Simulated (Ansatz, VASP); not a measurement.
**One calculation of AlH6, two programs**

```
Al H
1.0
     5.87713    0.00000    0.00000
    -2.93856    5.08974    0.00000
     0.00000    0.00000    2.68934
Al H
1 6
Cartesian
  0.0000 0.0000 1.3447
  3.3251 0.0000 1.3447
  -1.6626 2.8797 1.3447
  1.2760 2.2101 1.3447
  2.5520 0.0000 1.3447
  -1.2760 2.2101 1.3447
  1.6626 2.8797 1.3447
```

Alike in both runs: functional PBE; k mesh 3 × 3 × 6; occupations gaussian, width 0.1 eV; no spin polarisation.

Ansatz relaxed the structure, and its values are those at the end. VASP's run is a single point on that final structure, the one shown.

```csv
,VASP,Ansatz
version,VASP 6.6.1,Ansatz 0.2.0
potentials or method,"VASP PAW PBE potentials, release 64 (Al, H), cutoff 520 eV","scalar-relativistic, plane waves, PAW"
valence electrons in the cell,9,9
```

```csv
,VASP,Ansatz,Ansatz less VASP
gap on the k mesh at the Fermi level (eV),none,none,-
pressure (GPa),-0.3,-0.1,+0.18
rms of the force components (eV/Å),0.007,0.010,+0.0024
```

A gap of «none» marks a metal or a gap that the smearing closes. The functional is the same, so the differences come from potentials, cutoffs and numerics.

The k mesh is coarse, so the values compare programs but aren't converged.
